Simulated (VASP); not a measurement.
Here is a VASP 6.6.1 calculation.

The input INCAR:

```
SYSTEM = Rb2Si2S
PREC = Accurate
ENCUT = 520
EDIFF = 1E-6
ISMEAR = 0
SIGMA = 0.1
LREAL = .False.
LASPH = .True.
NELM = 100
ALGO = Normal
ISIF = 2
LWAVE = .False.
LCHARG = .False.
GGA = PE
NBANDS = 24
```

The input KPOINTS:

```
Automatic mesh
0
Gamma
  4 4 4
  0 0 0
```

POSCAR

```
Rb2Si2S
1.0
    5.1189045100      0.0000000000      0.0000000000
    0.0000000000      5.1189045100      0.0000000000
    0.0000000000      0.0000000000      6.2527644900
Rb Si S
2 2 1
Direct
    0.0000000000      0.0000000000      0.0000000000
    0.5000000000      0.5000000000      0.5000000000
    0.0000000000      0.5000000000      0.0000000000
    0.5000000000      0.0000000000      0.0000000000
    0.5000000000      0.5000000000      0.0000000000
```

Potentials or basis: VASP PAW PBE potentials, release 64 (Rb_sv, Si, S).

Launch:

```bash
$ cat potpaw_PBE.64/Rb_sv/POTCAR potpaw_PBE.64/Si/POTCAR potpaw_PBE.64/S/POTCAR > POTCAR
$ mpirun -np 1 vasp_std > vasp.out
```

(1) Predict the band gap on the k mesh.

(2) Predict the pressure.

Answers

(1) zero (band 16 reaches 3.09 eV, above the bottom of band 17 at 1.78 eV).

(2) 7.2 GPa.
